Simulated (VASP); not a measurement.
Runs of VASP 6.6.1 on Li2S. The structure is that of space group Fm-3m (No. 225), or close to it. The cells are those of the table. 

```tsv
task	cell	k mesh	smearing	gap on the mesh (eV)	pressure (GPa)
single point	a = 4.023 Å, angles 60.0, 60.0, 90.0°, 3 atoms	8 × 8 × 8	gaussian 0.01 eV	3.86	-0.2
relaxation of cell and atoms	relaxed to 10 GPa from a = 4.023 Å, angles 60.0, 60.0, 90.0°, 3 atoms	8 × 8 × 8	gaussian 0.01 eV	3.70	10.0
single point	a = 3.855 Å, angles 60.0, 60.0, 90.0°, 3 atoms	8 × 8 × 8	gaussian 0.01 eV	3.76	(b)
relaxation of cell and atoms	relaxed to 4 GPa from a = 4.023 Å, angles 60.0, 60.0, 90.0°, 3 atoms	8 × 8 × 8	gaussian 0.01 eV	3.80	4.0
single point	a = 4.023 Å, angles 60.0, 60.0, 90.0°, 3 atoms	12 × 12 × 12	fermi-dirac 0.1 eV	3.86	(a)
single point	a = 3.965 Å, angles 60.0, 60.0, 90.0°, 3 atoms	8 × 8 × 8	gaussian 0.01 eV	3.83	1.9
single point	a = 4.095 Å, angles 60.0, 60.0, 90.0°, 3 atoms	8 × 8 × 8	gaussian 0.01 eV	3.88	-2.2
```

Alike in all rows: level r2SCAN; potentials or basis VASP PAW PBE potentials, release 64 (Li_sv, S); no spin polarisation; cutoff (eV) 830.

Question: Fill in the values left out.

Answer: (a) -0.5; (b) 6.4.

Caveats: the PAW data sets were made with another functional, which shifts forces and pressure a little; the cell is relaxed towards a set pressure, so the run minimises the enthalpy, not the energy (at least some runs); the cell stands under pressure (at least some runs).

A k mesh can miss the band edges.
